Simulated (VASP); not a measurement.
Crystal: CdO.

```
Cd O
1.0
     0.00000    2.38042    2.38042
     2.38042    0.00000    2.38042
     2.38042    2.38042    0.00000
Cd O
1 1
Direct
  0.00000 0.00000 0.00000
  0.50000 0.50000 0.50000
```

Base run:

* Program: VASP 6.6.1
* Functional: LDA
* Potentials or basis: VASP PAW LDA potentials, release 64 (Cd_sv_GW, O)
* Cutoff: 700 eV
* k mesh: 10 × 10 × 10
* Occupations: fermi-dirac, width 0.05 eV
* Spin: no spin polarisation

Its results: band gap on the k mesh zero (bands 13 and 14 overlap by 0.58 eV); pressure -10.7 GPa.

Problem. The run is repeated on the same cell with these changes: functional from LDA to BLYP; potentials or basis from VASP PAW LDA potentials, release 64 (Cd_sv_GW, O) to VASP PAW PBE potentials, release 64 (Cd_sv_GW, O). What comes out?

Solution. Band gap on the k mesh zero (bands 13 and 14 overlap by 0.34 eV); pressure 5.6 GPa.

Caveats: semilocal functionals underestimate gaps, and a narrow one can read as zero; the cell stands under tension (at least some runs); the cell stands under pressure (at least some runs); the PAW data sets were made with another functional, which shifts forces and pressure a little (at least some runs).
